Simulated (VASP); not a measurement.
AlN:

```xyz
2
Lattice="0.0000 2.2016 2.2016 2.2016 0.0000 2.2016 2.2016 2.2016 0.0000" Properties=species:S:1:pos:R:3 pbc="T T T"
Al    0.0000    0.0000    0.0000
N     3.3024    3.3024    3.3024
```

Base run:

* Program: VASP 6.6.1
* Functional: PBE0
* Potentials or basis: VASP PAW PBE potentials, release 64 (Al, N)
* Cutoff: 520 eV
* k mesh: 8 × 8 × 8
* Occupations: gaussian, width 0.02 eV
* Spin: no spin polarisation

Its results: band gap on the k mesh 5.27 eV (least direct gap 6.05 eV); pressure -5.4 GPa.

The run is repeated on the same cell with these changes: functional from PBE0 to HSE06. What comes out?

Band gap on the k mesh 4.53 eV (least direct gap 5.32 eV); pressure -5.4 GPa.

Caveats: the cell stands under tension; the PAW data sets were made with another functional, which shifts forces and pressure a little.

A k mesh can miss the band edges.
